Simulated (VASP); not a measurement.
Runs of VASP 6.6.1 on Hf3Cu. The structure is that of space group Pm-3m (No. 221), or close to it. The cells are those of the table. 

```csv
task,cell,k mesh,cutoff (eV),gap on the mesh (eV),pressure (GPa)
single point,"a = 4.118 Å, 4 atoms",4 × 4 × 4,520,none,15.7
single point,"a = 4.292 Å, 4 atoms",4 × 4 × 4,520,none,(a)
single point,"a = 4.280 Å, 4 atoms",12 × 12 × 12,520,none,-0.3
relaxation of cell and atoms,"relaxed from a = 4.118 Å, 4 atoms",4 × 4 × 4,600,none,-0.3
```

Alike in all rows: level PBE; potentials or basis VASP PAW PBE potentials, release 64 (Hf_pv, Cu); no spin polarisation; smearing gaussian 0.1 eV.

**Question.** Estimate the missing entries.

**Answer.** (a) -0.6.

Caveats: some runs use coarse meshes; spin-orbit coupling is left out, which moves the levels of the heavy elements.

A k mesh can miss the band edges, and the runs leave out spin-orbit coupling on Hf.

A gap of «none» marks levels without a gap at the run's occupations.
